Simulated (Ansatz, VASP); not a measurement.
# B2SbAs in VASP and in Ansatz

```
B Sb As
1.0
     3.37585    0.00000    0.00000
     0.00000    4.23066    0.00000
     0.00000    0.00000   28.29654
B Sb As
2 1 1
Cartesian
  0.0000 0.7342 7.9360
  0.0000 3.7047 8.9571
  1.6879 2.3406 9.7366
  1.6879 1.6818 7.1303
```

Alike in both runs: functional PBE; k mesh 14 × 12 × 1; occupations gaussian, width 0.1 eV; no spin polarisation.

Ansatz relaxed the structure, and its values are those at the end. VASP's run is a single point on that final structure, the one shown.

|  | VASP | Ansatz |
| --- | --- | --- |
| version | VASP 6.6.1 | Ansatz 0.2.0 |
| potentials or method | VASP PAW PBE potentials, release 64 (B, Sb_d_GW, As_d), cutoff 520 eV | scalar-relativistic, plane waves, PAW |
| valence electrons in the cell | 36 | 36 |

|  | VASP | Ansatz | Ansatz less VASP |
| --- | --- | --- | --- |
| gap on the k mesh at the Fermi level (eV) | none | none | - |
| rms of the force components (eV/Å) | 0.008 | 0.003 | -0.0053 |

A gap of «none» marks a metal or a gap that the smearing closes. The functional is the same, so the differences come from potentials, cutoffs and numerics.

Spin-orbit coupling is off throughout.
